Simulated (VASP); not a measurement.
Here is a VASP 6.6.1 calculation.

Contents of INCAR:

```
SYSTEM = ZnCdF4
  PREC = Accurate
  ENCUT = 520
  EDIFF = 1E-6
  ISMEAR = 0
  SIGMA = 0.1
  LREAL = .False.
  LASPH = .True.
  NELM = 100
  ALGO = Normal
  ISIF = 2
  LWAVE = .False.
  LCHARG = .False.
  GGA = PE
  NBANDS = 35
```

Contents of KPOINTS:

```
Automatic mesh
0
Gamma
  6 6 4
  0 0 0
```

POSCAR

```
ZnCdF4
1.0
    3.6855032737      0.0000000000      0.0000000000
    0.0000000000      3.6855032737      0.0000000000
    0.0000000000      0.0000000000      6.8389183805
Zn Cd F
1 1 4
Direct
    0.0000000000      0.0000000000      0.0000000000
    0.5000000000      0.5000000000      0.5000000000
    0.0000000000      0.0000000000      0.6747595523
    0.5000000000      0.0000000000      0.0000000000
    0.0000000000      0.5000000000      0.0000000000
    0.0000000000      0.0000000000      0.3252404477
```

Potentials or basis: VASP PAW PBE potentials, release 64 (Zn, Cd, F).

Launch:

```bash
$ cat potpaw_PBE.64/Zn/POTCAR potpaw_PBE.64/Cd/POTCAR potpaw_PBE.64/F/POTCAR > POTCAR
$ mpirun -np 1 vasp_std > vasp.out
```

Q: Predict the pressure.

A: 0.3 GPa.

Q: Predict the band gap on the k mesh.

A: Zero (band 26 reaches -0.42 eV, above the bottom of band 27 at -1.95 eV).

Forces in eV/Å, atoms in the order of the input:
```
Zn   0.000  0.000  0.000
Cd   0.000  0.000  0.000
F    0.000  0.000 -0.017
F    0.000  0.000  0.000
F    0.000  0.000  0.000
F    0.000  0.000  0.017
```
